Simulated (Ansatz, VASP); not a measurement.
K2H in VASP and in Ansatz

```
K H
1.0
     0.00000    5.33918    5.33918
     5.33918    0.00000    5.33918
     5.33918    5.33918    0.00000
K H
4 2
Cartesian
  6.6740 6.6740 6.6740
  6.6740 4.0044 4.0044
  4.0044 4.0044 6.6740
  4.0044 6.6740 4.0044
  0.0000 0.0000 0.0000
  2.6696 2.6696 2.6696
```

Change from the starting cell: species swapped into the Ti2Co type (Fd-3m, No. 227).

Alike in both runs: functional PBE; k mesh 4 × 4 × 4; occupations gaussian, width 0.1 eV; no spin polarisation.

Ansatz relaxed the structure, and its values are those at the end. VASP's run is a single point on that final structure, the one shown.

```csv
,VASP,Ansatz
version,VASP 6.6.1,Ansatz 0.2.0
potentials or method,"VASP PAW PBE potentials, release 64 (K_sv, H), cutoff 520 eV","scalar-relativistic, plane waves, PAW"
valence electrons in the cell,38,38
```

```csv
,VASP,Ansatz,Ansatz less VASP
gap on the k mesh at the Fermi level (eV),none,none,-
pressure (GPa),0.0,0.0,+0.02
```

A gap of «none» marks a metal or a gap that the smearing closes.
